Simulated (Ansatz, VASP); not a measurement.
# Zn in VASP and in Ansatz

```xyz
1
Lattice="0.0000 1.5224 1.5224 1.5224 0.0000 1.5224 1.5224 1.5224 0.0000" Properties=species:S:1:pos:R:3 pbc="T T T"
Zn    0.0000    0.0000    0.0000
```

Change from the starting cell: volume scaled by 0.499, to set the pressure.

Alike in both runs: task single point; functional PBEsol; k mesh 22 × 22 × 22; occupations fermi-dirac, width 0.08 eV; no spin polarisation.

```csv
,VASP,Ansatz
version,VASP 6.6.1,Ansatz 0.2.0
potentials or method,"VASP PAW PBE potentials, release 64 (Zn)","PAW with Ansatz's default frozen-core files, scalar-relativistic"
plane-wave cutoff (eV),500,420
valence electrons in the cell,12,12
```

Ansatz gave:

```
pressure (GPa) : 349.4
```

What did VASP give for the same quantities?

Pressure (GPa): 358.1.

VASP's potentials were made for PBE, not for PBEsol. Both programs put the cell under a high pressure, so it lies far from rest at this level. With one functional, cell and mesh, what is left measures potentials, basis and numerics.

Noted on VASP's run: the cell as given lies far from equilibrium.
